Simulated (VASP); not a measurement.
# CaO in VASP: a series of runs

CaO is run at these levels: PBE, r2SCAN; tasks: single point.

All numbers are computed with VASP 6.6.1; they aren't measurements. Logs are shortened: lines on timing, memory, paths and dates and some standing lists are left out, and cuts for length are marked.

## Step 1: The cell of the first run

It takes space group Fm-3m (No. 225, cubic). The conventional cell has a = 5.053 Å, b = 5.053 Å, c = 5.053 Å, α = 90.00°, β = 90.00°, γ = 90.00°. Ca (site symmetry m-3m) has 6 O at 2.53 Å within 3.3 Å. Within 3.3 Å of O (site symmetry m-3m) lie 6 Ca at 2.53 Å.

## Step 2: Single point, PBE (strain +5.4%)

File INCAR:

```
ALGO = Normal
EDIFF = 1E-6
ENCUT = 520
GGA = PE
ISIF = 2
ISMEAR = -1
LASPH = True
LCHARG = False
LREAL = False
LWAVE = False
NBANDS = 15
NELM = 100
PREC = Accurate
SIGMA = 0.02
```

File KPOINTS:

```
k-points
0
Gamma
  10 10 10
```

File POSCAR:

```
CaO
1.0
    0.0000000000      2.5265383152      2.5265383152
    2.5265383152      0.0000000000      2.5265383152
    2.5265383152      2.5265383152      0.0000000000
Ca O
1 1
Direct
    0.0000000000      0.0000000000      0.0000000000
    0.5000000000      0.5000000000      0.5000000000
```

Potentials or basis: VASP PAW PBE potentials, release 64 (Ca_sv, O).

The run is started by

```sh
> cat potpaw_PBE.64/Ca_sv/POTCAR potpaw_PBE.64/O/POTCAR > POTCAR
> mpirun -np 1 vasp_std > vasp.out
```

OUTCAR:

```text
EDIFF = 1E-6
   ENCUT = 520
   GGA = PE
   ISIF = 2
   ISMEAR = -1
   LASPH = True
   LREAL = False
   NELM = 100
   PREC = Accurate

 ion  position               nearest neighbor table
   1  0.000  0.000  0.000-   2 2.53   2 2.53   2 2.53   2 2.53   2 2.53   2 2.53
   2  0.500  0.500  0.500-   1 2.53   1 2.53   1 2.53   1 2.53   1 2.53   1 2.53

  LATTYP: Found a face centered cubic cell.
 ALAT       =     5.0530766304

  Lattice vectors:

 A1 = (   0.0000000000,   2.5265383152,   2.5265383152)
 A2 = (   2.5265383152,   0.0000000000,   2.5265383152)
 A3 = (   2.5265383152,   2.5265383152,   0.0000000000)

Analysis of symmetry for initial positions (statically):
=====================================================================
 Subroutine PRICEL returns:
 Original cell was already a primitive cell.

 Routine SETGRP: Setting up the symmetry group for a
 face centered cubic supercell.

 Subroutine GETGRP returns: Found 48 space group operations
 (whereof 48 operations were pure point group operations)
 out of a pool of 48 trial point group operations.

The static configuration has the point symmetry O_h .

Analysis of symmetry for dynamics (positions and initial velocities):
=====================================================================
 Subroutine PRICEL returns:
 Original cell was already a primitive cell.

 Routine SETGRP: Setting up the symmetry group for a
 face centered cubic supercell.

 Subroutine GETGRP returns: Found 48 space group operations
 (whereof 48 operations were pure point group operations)
 out of a pool of 48 trial point group operations.

The dynamic configuration has the point symmetry O_h .

 Subroutine INISYM returns: Found 48 space group operations
 (whereof 48 operations are pure point group operations),
 and found     1 'primitive' translations

----------------------------------------------------------------------------------------

                                     Primitive cell

  volume of cell :      32.2558

  direct lattice vectors                    reciprocal lattice vectors
     0.000000000  2.526538315  2.526538315    -0.197899235  0.197899235  0.197899235
     2.526538315  0.000000000  2.526538315     0.197899235 -0.197899235  0.197899235
     2.526538315  2.526538315  0.000000000     0.197899235  0.197899235 -0.197899235

  length of vectors
     3.573064751  3.573064751  3.573064751     0.342771530  0.342771530  0.342771530

  position of ions in fractional coordinates (direct lattice)
[... 8 lines left out ...]
----------------------------------------------------------------------------------------

 KPOINTS: k-points

Automatic generation of k-mesh.
 Grid dimensions read from file:
 generate k-points for:   10   10   10

 Generating k-lattice:

  Cartesian coordinates                     Fractional coordinates (reciprocal lattice)
    -0.019789924  0.019789924  0.019789924     0.100000000  0.000000000  0.000000000
     0.019789924 -0.019789924  0.019789924     0.000000000  0.100000000  0.000000000
     0.019789924  0.019789924 -0.019789924     0.000000000  0.000000000  0.100000000

  Length of vectors
     0.034277153  0.034277153  0.034277153

  Shift w.r.t. Gamma in fractional coordinates (k-lattice)
     0.000000000  0.000000000  0.000000000

 Subroutine IBZKPT returns following result:
 ===========================================

 Found     47 irreducible k-points:

 Following reciprocal coordinates:
            Coordinates               Weight
  0.000000  0.000000  0.000000      1.000000
  0.100000  0.000000  0.000000      8.000000
  0.200000  0.000000  0.000000      8.000000
  0.300000  0.000000  0.000000      8.000000
  0.400000  0.000000  0.000000      8.000000
  0.500000  0.000000  0.000000      4.000000
[... 16 lines left out ...]
  0.300000  0.300000  0.000000      6.000000
  0.400000  0.300000  0.000000     24.000000
 [... further k-points ...]
   k-points           NKPTS =     47   k-points in BZ     NKDIM =     47   number of bands    NBANDS=     15
   number of dos      NEDOS =    301   number of ions     NIONS =      2
   total plane-waves  NPLWV =  21952
   dimension x,y,z NGX =    28 NGY =   28 NGZ =   28
   dimension x,y,z NGXF=    56 NGYF=   56 NGZF=   56
   ions per type =               1   1
   NGX,Y,Z   is equivalent  to a cutoff of  13.03, 13.03, 13.03 a.u.
   NGXF,Y,Z  is equivalent  to a cutoff of  26.06, 26.06, 26.06 a.u.
 SYSTEM =  unknown system
   PREC   = accura    normal or accurate (medium, high low for compatibility)
   ISTART =      0    job   : 0-new  1-cont  2-samecut
   ICHARG =      2    charge: 1-file 2-atom 10-const
   ISPIN  =      1    spin polarized calculation?
   LNONCOLLINEAR =      F non collinear calculations
   LSORBIT =      F    spin-orbit coupling
   LASPH  =      T    aspherical Exc in radial PAW
   ENCUT  =  520.0 eV  38.22 Ry    6.18 a.u.   6.64  6.64  6.64*2*pi/ulx,y,z
   NELM   =    100;   NELMIN=  2; NELMDL= -5     # of ELM steps
   EDIFF  = 0.1E-05   stopping-criterion for ELM
   LREAL  =      F    real-space projection
   EDIFFG = 0.1E-04   stopping-criterion for IOM
   NSW    =      0    number of steps for IOM
   IBRION =     -1    ionic relax: 0-MD 1-quasi-New 2-CG
   NFREE  =      0    steps in history (QN), initial steepest desc. (CG)
   ISIF   =      2    stress and relaxation
   ISYM   =      2    0-nonsym 1-usesym 2-fastsym
   POTIM  = 0.5000    time-step for ionic-motion
   TEBEG  =    0.0;   TEEND  =   0.0 temperature during run
   PSTRESS=    0.0 pullay stress
   NELECT =      16.0000    total number of electrons
   NUPDOWN=      -1.0000    fix difference up-down
   EMIN   =  10.00;   EMAX   =-10.00  energy-range for DOS
   EFERMI =   0.00;   METHOD = LEGACY
   ISMEAR =    -1;   SIGMA  =   0.02  broadening in eV -4-tet -1-fermi 0-gaus
   EFERMI_NEDOS =   21; number of points for ismear=-14 and -15
   IALGO  =     38    algorithm
   IMIX   =      4    mixing-type and parameters
     AMIX     =   0.40;   BMIX     =  1.00
     AMIX_MAG =   1.60;   BMIX_MAG =  1.00
  volume/ion in A,a.u.               =      16.13       108.84
  Fermi-wavevector in a.u.,A,eV,Ry     =   1.295922  2.448938 22.849820  1.679414
  Thomas-Fermi vector in A             =   2.427411
   LORBIT       =      0    0 simple, 1 ext, 2 COOP (PROOUT), +10 PAW based schemes
   GGA     = PE    functional components
   LHFCALC =     F    Hartree Fock is set to
   AEXX    =    0.0000 exact exchange contribution
   IVDW    =     0    specifies the selected vdW correction
   LEPSILON=     F    determine dielectric tensor
   LRPA    =     F    only Hartree local field effects (RPA)
 non-spin polarized calculation
  energy-cutoff  :      520.00
  volume of cell :       32.26
 maximum number of plane-waves:       893
   NGX = 13   NGY = 13   NGZ = 13

 number of electron      15.9999997 magnetization

 Free energy of the ion-electron system (eV)
  ---------------------------------------------------
  ext. energy  EPLUGINS =         0.00000000
  ---------------------------------------------------
  free energy    TOTEN  =       -12.66756534 eV

  energy without entropy =      -12.66756534  energy(sigma->0) =      -12.66756534

 E-fermi :   1.9476     XC(G=0):  -9.7679

 val. band max:        1.5673612693   @ k =   0.0000   0.0000   0.0000
 cond. band min:       5.1674970243   @ k =   0.0000   0.0000   0.0000
 fundamental gap:      3.6001357550
 Fermi energy:         1.9476465125

 k-point     1 :       0.0000    0.0000    0.0000
  band No.  band energies     occupation
      1     -36.7212      2.00000
      2     -17.5650      2.00000
      3     -17.5650      2.00000
      4     -17.5650      2.00000
      5     -13.6882      2.00000
      6       1.5674      2.00000
      7       1.5674      2.00000
      8       1.5674      2.00000
      9       5.1675      0.00000
     10       7.3925      0.00000
     11       7.3925      0.00000
     12       7.3925      0.00000
     13       8.6521      0.00000
     14       8.6521      0.00000
     15      15.6951      0.00000

 k-point     2 :       0.1000    0.0000    0.0000
  band No.  band energies     occupation
      1     -36.7163      2.00000
      2     -17.6300      2.00000
      3     -17.5684      2.00000
      4     -17.5684      2.00000
      5     -13.6138      2.00000
      6       1.2322      2.00000
      7       1.4612      2.00000
      8       1.4612      2.00000
      9       5.6077      0.00000
     10       7.3571      0.00000
     11       7.5335      0.00000
     12       7.5335      0.00000
     13       8.8378      0.00000
     14       8.8378      0.00000
     15      15.9843      0.00000

 k-point     3 :       0.2000    0.0000    0.0000
  band No.  band energies     occupation
      1     -36.7035      2.00000
      2     -17.7906      2.00000
      3     -17.5775      2.00000
      4     -17.5775      2.00000
      5     -13.4287      2.00000
      6       0.5471      2.00000
      7       1.2031      2.00000
      8       1.2031      2.00000
      9       6.5913      0.00000
     10       7.3543      0.00000
     11       7.9214      0.00000
     12       7.9214      0.00000
     13       9.3237      0.00000
     14       9.3237      0.00000
     15      16.2367      0.00000
[... 343 lines left out ...]
 k-point    23 :       0.3000    0.3000    0.0000
  band No.  band energies     occupation
      1     -36.6770      2.00000
      2     -17.8734      2.00000
      3     -17.6538      2.00000
      4     -17.6538      2.00000
      5     -13.3658      2.00000
      6       0.0144      2.00000
      7       1.2406      2.00000
      8       1.2406      2.00000
      9       5.8024      0.00000
     10       7.5401      0.00000
     11       9.2511      0.00000
     12       9.3011      0.00000
     13       9.3011      0.00000
     14      10.6967      0.00000
     15      16.6326      0.00000

 k-point    24 :       0.4000    0.3000    0.0000
  band No.  band energies     occupation
      1     -36.6670      2.00000
      2     -17.9155      2.00000
      3     -17.6825      2.00000
      4     -17.6678      2.00000
      5     -13.3493      2.00000
      6       0.0258      2.00000
      7       1.0570      2.00000
      8       1.1462      2.00000
      9       5.7587      0.00000
     10       8.1164      0.00000
     11       9.4920      0.00000
     12       9.5190      0.00000
     13       9.6658      0.00000
     14      11.0407      0.00000
     15      15.1874      0.00000

 [... further k-points ...]

------------------------ aborting loop because EDIFF is reached ----------------------------------------

  FORCE on cell =-STRESS in cart. coord.  units (eV):
  Direction    XX          YY          ZZ          XY          YZ          ZX
  --------------------------------------------------------------------------------------
  -------------------------------------------------------------------------------------
  Total       -2.0775373     -2.0775373     -2.0775373      0.0000000      0.0000000      0.0000000
  in kB     -103.1933584   -103.1933584   -103.1933584      0.0000000      0.0000000      0.0000000
  external PRESSURE =    -103.1933584 kB  Pullay stress =       0.0000000 kB

 VOLUME and BASIS-vectors are now :
 -----------------------------------------------------------------------------
  energy-cutoff  :      520.00
  volume of cell :       32.26
      direct lattice vectors                 reciprocal lattice vectors
     0.000000000  2.526538315  2.526538315    -0.197899235  0.197899235  0.197899235
     2.526538315  0.000000000  2.526538315     0.197899235 -0.197899235  0.197899235
     2.526538315  2.526538315  0.000000000     0.197899235  0.197899235 -0.197899235

 POSITION                                       TOTAL-FORCE (eV/Angst)
 -----------------------------------------------------------------------------------
      0.00000      0.00000      0.00000        -0.000000     -0.000000      0.000000
      2.52654      2.52654      2.52654         0.000000      0.000000     -0.000000
 -----------------------------------------------------------------------------------
    total drift:                                0.000000      0.000000      0.000000

  FREE ENERGIE OF THE ION-ELECTRON SYSTEM (eV)
  ---------------------------------------------------
  free  energy   TOTEN  =       -12.6675653391 eV

  energy  without entropy=      -12.6675653391  energy(sigma->0) =      -12.66756534
```

It took 22 s on 1 thread of Intel Xeon Platinum 8259CL at 2.50GHz (Skylake/Cascade Lake), shared host; peak memory 0.16 GiB.

Results:

```yaml
Free_energy: -12.6676 eV
Pressure: -10.3 GPa
Band_gap_on_the_k_mesh: 3.60 eV, direct
```

Caveat: the cell differs from its parent crystal (strain +5.4%). A k mesh can miss the band edges.

## Step 3: Single point, r2SCAN (strain +5.4%)

POSCAR is that of step 2.

File INCAR.step1:

```
SYSTEM = CaO
PREC     = Accurate       ! precision mode
ENCUT    = 520            ! plane-wave cutoff, eV
ISMEAR   = 0              ! smearing method
SIGMA    = 0.01           ! smearing width, eV
LREAL    = .False.        ! projectors in reciprocal space
LASPH    = .True.         ! aspherical terms in the spheres
NELM     = 80             ! most SCF steps
NBANDS   = 15             ! bands
GGA      = PE             ! functional
ALGO     = Normal         ! electronic algorithm
EDIFF    = 1E-4           ! SCF threshold, eV
LWAVE    = .True.         ! write WAVECAR
LCHARG   = .False.        ! write CHGCAR
```

File INCAR.step2:

```
SYSTEM = CaO
PREC     = Accurate       ! precision mode
ENCUT    = 520            ! plane-wave cutoff, eV
EDIFF    = 1E-6           ! SCF threshold, eV
ISMEAR   = 0              ! smearing method
SIGMA    = 0.01           ! smearing width, eV
LREAL    = .False.        ! projectors in reciprocal space
LASPH    = .True.         ! aspherical terms in the spheres
NELM     = 80             ! most SCF steps
ALGO     = Normal         ! electronic algorithm
ISIF     = 2              ! what is computed and relaxed
LWAVE    = .False.        ! write WAVECAR
LCHARG   = .True.         ! write CHGCAR
METAGGA  = R2SCAN         ! meta-GGA
LMIXTAU  = .True.       
LELF     = .True.         ! ELF
LVHAR    = .True.       
NBANDS   = 15             ! bands
ISTART   = 1
```

File KPOINTS:

```
Automatic mesh
0
Gamma
  10 10 10
  0 0 0
```

Potentials or basis: VASP PAW PBE potentials, release 64 (Ca_sv, O).

The run is started by

```sh
> cat potpaw_PBE.64/Ca_sv/POTCAR potpaw_PBE.64/O/POTCAR > POTCAR
> cp INCAR.step1 INCAR
> mpirun -np 1 vasp_std > vasp.out
> cp INCAR.step2 INCAR
> mpirun -np 1 vasp_std > vasp.out
```

OUTCAR:

```text
SYSTEM = CaO
   PREC = Accurate
   ENCUT = 520
   EDIFF = 1E-6
   ISMEAR = 0
   LREAL = .False.
   LASPH = .True.
   NELM = 80
   ISIF = 2
   METAGGA = R2SCAN
   ISTART = 1

 ion  position               nearest neighbor table
   1  0.000  0.000  0.000-   2 2.53   2 2.53   2 2.53   2 2.53   2 2.53   2 2.53
   2  0.500  0.500  0.500-   1 2.53   1 2.53   1 2.53   1 2.53   1 2.53   1 2.53

  LATTYP: Found a face centered cubic cell.
 ALAT       =     5.0530766304

  Lattice vectors:

[... 620 lines left out ...]

  FORCE on cell =-STRESS in cart. coord.  units (eV):
  Direction    XX          YY          ZZ          XY          YZ          ZX
  --------------------------------------------------------------------------------------
  -------------------------------------------------------------------------------------
  Total       -2.5348011     -2.5348011     -2.5348011      0.0000000     -0.0000000     -0.0000000
  in kB     -125.9061113   -125.9061113   -125.9061113      0.0000000     -0.0000000     -0.0000000
  external PRESSURE =    -125.9061113 kB  Pullay stress =       0.0000000 kB

 VOLUME and BASIS-vectors are now :
 -----------------------------------------------------------------------------
  energy-cutoff  :      520.00
  volume of cell :       32.26
      direct lattice vectors                 reciprocal lattice vectors
     0.000000000  2.526538315  2.526538315    -0.197899235  0.197899235  0.197899235
     2.526538315  0.000000000  2.526538315     0.197899235 -0.197899235  0.197899235
     2.526538315  2.526538315  0.000000000     0.197899235  0.197899235 -0.197899235

 POSITION                                       TOTAL-FORCE (eV/Angst)
 -----------------------------------------------------------------------------------
      0.00000      0.00000      0.00000        -0.000000     -0.000000     -0.000000
      2.52654      2.52654      2.52654         0.000000      0.000000      0.000000
 -----------------------------------------------------------------------------------
    total drift:                                0.000000      0.000000      0.000000

  FREE ENERGIE OF THE ION-ELECTRON SYSTEM (eV)
  ---------------------------------------------------
  free  energy   TOTEN  =       -19.2600961659 eV

  energy  without entropy=      -19.2600961659  energy(sigma->0) =      -19.26009617
```

Wall time 96 s (1 thread of Intel Xeon Platinum 8259CL at 2.50GHz (Skylake/Cascade Lake), shared host); peak memory 0.18 GiB.

What came out:

```yaml
Free_energy: -19.2601 eV
Pressure: -12.6 GPa
Band_gap_on_the_k_mesh: 4.17 eV, indirect (least direct gap 4.27 eV)
```

Levels at points of the mesh, in eV from the valence-band top:
```tsv
k point	band 6	band 7	band 8	band 9	band 10	band 11
(0.00, 0.00, 0.00)	0.00	0.00	0.00	4.27	6.44	6.44
(0.50, 0.00, 0.00)	-2.27	-0.93	-0.93	6.98	8.06	8.21
(0.50, 0.50, 0.00)	-1.31	-0.39	-0.39	4.17	7.69	8.76
```

Caveat: the cell differs from its parent crystal (strain +5.4%); the PAW data sets were made with another functional, which shifts forces and pressure a little.

(Continued in part 2 of 2.)
